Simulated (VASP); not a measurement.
# Pd (Pm-3m) in VASP: notebook, part 2 of 2

VASP 6.6.1. The steps go on from the part before.

## (3) Single point, PBE

INCAR reads:

```
SYSTEM = Pd
ALGO = Normal
EDIFF = 1E-7
ENCUT = 520
GGA = PE
ISIF = 2
ISMEAR = -1
LASPH = .TRUE.
LCHARG = .FALSE.
LREAL = .FALSE.
LWAVE = .FALSE.
NBANDS = 11
NELM = 100
PREC = Accurate
SIGMA = 0.08
```

KPOINTS reads:

```
k-points
0
G
  15 15 15
  0 0 0
```

POSCAR reads:

```
Pd
1.0
    2.5045667846      0.0000000000      0.0000000000
    0.0000000000      2.5045667846      0.0000000000
    0.0000000000      0.0000000000      2.5045667846
Pd
1
Direct
    0.0000000000      0.0000000000      0.0000000000
```

Potentials or basis: VASP PAW PBE potentials, release 64 (Pd).

Run with:

```bash
cat potpaw_PBE.64/Pd/POTCAR > POTCAR
mpirun -np 1 vasp_std > vasp.out
```

Wall time 16 s (1 thread of Intel Xeon Platinum 8259CL at 2.50GHz (Skylake/Cascade Lake), shared host); peak memory 0.14 GiB.

It converged, with:

```
Free energy            : -4.6058 eV
Pressure               : 21.4 GPa
Band gap on the k mesh : zero (band 5 reaches 10.47 eV, above the bottom of band 6 at 8.26 eV)
```

Levels at points of the mesh, in eV from the Fermi level:
| k point | band 1 | band 2 | band 3 | band 4 | band 5 | band 6 | band 7 | band 8 | band 9 | band 10 |
| --- | --- | --- | --- | --- | --- | --- | --- | --- | --- | --- |
| (0.00, 0.00, 0.00) | -6.81 | -5.37 | -5.37 | 0.04 | 0.04 | 0.04 | 17.36 | 17.36 | 17.36 | 24.42 |

## (4) Relaxation of cell and atoms, PBE, target pressure 22 GPa, at which the enthalpy is minimised

This run uses another cell than the first one, of 14.81 Å³/atom, 0.943 times its volume.

INCAR reads:

```
  ALGO = Normal
  EDIFF = 1E-6
  EDIFFG = -0.005
  ENCUT = 600
  GGA = PE
  IBRION = 2
  ISIF = 3
  ISMEAR = -1
  LASPH = T
  LCHARG = F
  LREAL = F
  LWAVE = F
  NELM = 60
  NSW = 60
  PREC = Accurate
  PSTRESS = 220.0
  SIGMA = 0.08
```

KPOINTS reads:

```
k-points
0
Gamma
  15 15 15
```

POSCAR reads:

```
Pd
1.0
    2.4557879270      0.0000000000      0.0000000000
    0.0000000000      2.4557879270      0.0000000000
    0.0000000000      0.0000000000      2.4557879270
Pd
1
Direct
    0.0000000000      0.0000000000      0.0000000000
```

Potentials or basis: VASP PAW PBE potentials, release 64 (Pd).

Run with:

```bash
cat potpaw_PBE.64/Pd/POTCAR > POTCAR
mpirun -np 1 vasp_std > vasp.out
```

OUTCAR:

```text
EDIFF = 1E-6
   EDIFFG = -0.005
   ENCUT = 600
   GGA = PE
   IBRION = 2
   ISIF = 3
   ISMEAR = -1
   LASPH = T
   LREAL = F
   NELM = 60
   NSW = 60
   PREC = Accurate
   PSTRESS = 220.0

 ion  position               nearest neighbor table
   1  0.000  0.000  0.000-

  LATTYP: Found a simple cubic cell.
 ALAT       =     2.4557879270

  Lattice vectors:

 A1 = (   2.4557879270,   0.0000000000,   0.0000000000)
 A2 = (   0.0000000000,   2.4557879270,   0.0000000000)
 A3 = (   0.0000000000,   0.0000000000,   2.4557879270)

Analysis of symmetry for initial positions (statically):
=====================================================================
 Subroutine PRICEL returns:
 Original cell was already a primitive cell.

 Routine SETGRP: Setting up the symmetry group for a
 simple cubic supercell.

 Subroutine GETGRP returns: Found 48 space group operations
 (whereof 48 operations were pure point group operations)
 out of a pool of 48 trial point group operations.

The static configuration has the point symmetry O_h .

Analysis of symmetry for dynamics (positions and initial velocities):
=====================================================================
 Subroutine PRICEL returns:
 Original cell was already a primitive cell.

 Routine SETGRP: Setting up the symmetry group for a
 simple cubic supercell.
[... 148 lines left out ...]
  ext. energy  EPLUGINS =         0.00000000
  ---------------------------------------------------
  free energy    TOTEN  =        -4.44420078 eV

  energy without entropy =       -4.41952315  energy(sigma->0) =       -4.43186197

 E-fermi :  10.0474     XC(G=0): -13.0220

 val. band max:       10.0431165163   @ k =   0.4667   0.3333   0.2667
 cond. band min:      10.0636388321   @ k =   0.3333   0.0667   0.0667
 fundamental gap:      0.0205223157
 Fermi energy:        10.0473714999

 k-point     1 :       0.0000    0.0000    0.0000
  band No.  band energies     occupation
      1       2.7933      2.00000
      2       4.1906      2.00000
      3       4.1906      2.00000
      4      10.1101      0.62685
      5      10.1101      0.62685
      6      10.1101      0.62684
      7      27.8373      0.00000
      8      27.8373      0.00000
      9      27.8373      0.00000
[... 382 lines left out ...]
  energy  without entropy=       -4.5788601379  energy(sigma->0) =       -4.59206031

  enthalpy is  TOTEN    =        -2.4477581896 eV   P V=        2.1575022870

[... ionic steps 4 to 13 ...]

--------------------------------------- Ionic step       14  -------------------------------------------

 number of electron       9.9999999 magnetization

------------------------ aborting loop because EDIFF is reached ----------------------------------------
[... 69 lines left out ...]
--------------------------------------- Ionic step       16  -------------------------------------------

 number of electron       9.9999999 magnetization

 Free energy of the ion-electron system (eV)
  ---------------------------------------------------
  ext. energy  EPLUGINS =         0.00000000
  ---------------------------------------------------
  free energy    TOTEN  =        -4.59933511 eV

  energy without entropy =       -4.57302404  energy(sigma->0) =       -4.58617957

 E-fermi :   9.1049     XC(G=0): -12.6761

 val. band max:        9.0992243526   @ k =   0.2667   0.2667   0.1333
 cond. band min:       9.1057916478   @ k =   0.3333   0.0667   0.0667
 fundamental gap:      0.0065672952
 Fermi energy:         9.1049177201

 k-point     1 :       0.0000    0.0000    0.0000
  band No.  band energies     occupation
      1       2.2801      2.00000
      2       3.7121      2.00000
      3       3.7121      2.00000
      4       9.1473      0.74124
      5       9.1473      0.74124
      6       9.1473      0.74124
      7      26.4893      0.00000
      8      26.4893      0.00000
      9      26.4893      0.00000
[... 308 lines left out ...]
  energy  without entropy=       -4.5730240388  energy(sigma->0) =       -4.58617957

  enthalpy is  TOTEN    =        -2.4478588026 eV   P V=        2.1514763050

 reached required accuracy - stopping structural energy minimisation
```

It took 90 s on 1 thread of Intel Xeon Platinum 8259CL at 2.50GHz (Skylake/Cascade Lake), shared host; peak memory 0.15 GiB.

Results:

| Item | Value |
| --- | --- |
| Free energy | -4.5993 eV |
| Relaxed volume | 15.67 Å³/atom |
| Relaxed cell | a = 2.502 Å, b = 2.502 Å, c = 2.502 Å, α = 90.00°, β = 90.00°, γ = 90.00° |
| Space group after relaxing (to 0.05 Å) | Pm-3m (No. 221) |
| Energy change on relaxing (the enthalpy is what falls) | -155.1 meV/atom |
| Ionic steps | 16 |
| Pressure after relaxing | 22.0 GPa |
| Band gap on the k mesh | zero (band 5 reaches 10.52 eV, above the bottom of band 6 at 8.29 eV) |

Step by step:
| step | energy change (eV) | largest force (eV/Å) | pressure (GPa) | volume (Å³) |
| --- | --- | --- | --- | --- |
| 1 | 0.0000 | 0.0000 | 36.78 | 14.81 |
| 2 | -0.2833 | 0.0000 | -0.79 | 17.94 |
| 3 | -0.1611 | 0.0000 | 21.35 | 15.71 |
| 4 | -0.1556 | 0.0000 | 21.92 | 15.67 |
| 5 | -0.1531 | 0.0000 | 22.20 | 15.65 |
| 6 | -0.1532 | 0.0000 | 22.17 | 15.65 |
| 7 | -0.1534 | 0.0000 | 22.15 | 15.66 |
| 8 | -0.1534 | 0.0000 | 22.15 | 15.66 |
| 9 | -0.1534 | 0.0000 | 22.15 | 15.66 |
| 10 | -0.1535 | 0.0000 | 22.15 | 15.66 |
| 11 | -0.1535 | 0.0000 | 22.14 | 15.66 |
| 12 | -0.1535 | 0.0000 | 22.14 | 15.66 |
| 13 | -0.1536 | 0.0000 | 22.13 | 15.66 |
| 14 | -0.1539 | 0.0000 | 22.10 | 15.66 |
| 15 | -0.1543 | 0.0000 | 22.06 | 15.66 |
| 16 | -0.1551 | 0.0000 | 21.96 | 15.67 |

Final structure:
```
CELL_PARAMETERS angstrom
2.50231 0.00000 0.00000
0.00000 2.50231 0.00000
0.00000 0.00000 2.50231
ATOMIC_POSITIONS crystal
Pd 0.00000 0.00000 0.00000
```

Caveat: the cell is relaxed towards a set pressure, so the enthalpy falls and the energy may rise.

## (5) Relaxation of cell and atoms, PBE, target pressure 22 GPa, at which the enthalpy is minimised

INCAR reads:

```
SYSTEM = Pd
PREC     = Accurate       ! precision mode
ENCUT    = 600            ! plane-wave cutoff, eV
EDIFF    = 1E-6           ! SCF threshold, eV
ISMEAR   = -1             ! smearing method
SIGMA    = 0.08           ! smearing width, eV
LREAL    = .False.        ! projectors in reciprocal space
LASPH    = .True.         ! aspherical terms in the spheres
NELM     = 80             ! most SCF steps
ALGO     = Normal         ! electronic algorithm
ISIF     = 3              ! what is computed and relaxed
LWAVE    = .False.        ! write WAVECAR
LCHARG   = .False.        ! write CHGCAR
GGA      = PE             ! functional
IBRION   = 2              ! ionic algorithm
NSW      = 32             ! ionic steps
EDIFFG   = -0.005         ! ionic threshold
PSTRESS  = 220.0
```

KPOINTS reads:

```
Automatic mesh
0
Gamma
  15 15 15
  0 0 0
```

POSCAR reads:

```
Pd
1.0
    2.5045667846      0.0000000000      0.0000000000
    0.0000000000      2.5045667846      0.0000000000
    0.0000000000      0.0000000000      2.5045667846
Pd
1
Direct
    0.0000000000      0.0000000000      0.0000000000
```

Run with:

```bash
cat potpaw_PBE.64/Pd/POTCAR > POTCAR
mpirun -np 1 vasp_std > vasp.out
```

Run time: 30 s. Hardware: 1 thread of Intel Xeon Platinum 8259CL at 2.50GHz (Skylake/Cascade Lake), shared host; peak memory 0.14 GiB.

It converged, with:

* Free energy: -4.5999 eV
* Relaxed volume: 15.67 Å³/atom
* Relaxed cell: a = 2.502 Å, b = 2.502 Å, c = 2.502 Å, α = 90.00°, β = 90.00°, γ = 90.00°
* Space group after relaxing (to 0.05 Å): Pm-3m (No. 221)
* Energy change on relaxing (the enthalpy is what falls): +5.9 meV/atom
* Ionic steps: 3
* Pressure after relaxing: 22.0 GPa
* Band gap on the k mesh: zero (band 5 reaches 10.52 eV, above the bottom of band 6 at 8.30 eV)

Step by step:
```
step  energy change (eV)  largest force (eV/Å)  pressure (GPa)  volume (Å³)
   1              0.0000                0.0000           21.37        15.71
   2              0.0194                0.0000           23.42        15.57
   3              0.0059                0.0000           22.02        15.67
```

Final structure:
```yaml
crystal:
  lattice:
    - [2.50226, 0.00000, 0.00000]
    - [0.00000, 2.50226, 0.00000]
    - [0.00000, 0.00000, 2.50226]
  atoms:
    - { symbol: Pd, position: [0.00000, 0.00000, 0.00000] }
```

Levels at points of the mesh, in eV from the Fermi level:
| k point | band 1 | band 2 | band 3 | band 4 | band 5 | band 6 | band 7 | band 8 | band 9 |
| --- | --- | --- | --- | --- | --- | --- | --- | --- | --- |
| (0.00, 0.00, 0.00) | -6.83 | -5.39 | -5.39 | 0.04 | 0.04 | 0.04 | 17.38 | 17.38 | 17.38 |

Caveat: the cell is relaxed towards a set pressure, so the enthalpy falls and the energy may rise.

## (6) Overview

| task | cell | cutoff (eV) | gap on the mesh (eV) | pressure (GPa) |
| --- | --- | --- | --- | --- |
| single point | a = 2.505 Å, 1 atom | 520 | none | 21.4 |
| relaxation of cell and atoms | relaxed to 22 GPa from a = 2.456 Å, 1 atom | 600 | none | 22.0 |
| relaxation of cell and atoms | relaxed to 22 GPa from a = 2.505 Å, 1 atom | 600 | none | 22.0 |

Alike in all rows: level PBE; potentials or basis VASP PAW PBE potentials, release 64 (Pd); no spin polarisation; k mesh 15 × 15 × 15; smearing fermi-dirac 0.08 eV.

Caveats: the cell is relaxed towards a set pressure, so the enthalpy falls and the energy may rise (some runs).

Total energies depend on the potentials used, so only differences within one code and one set of settings carry meaning.
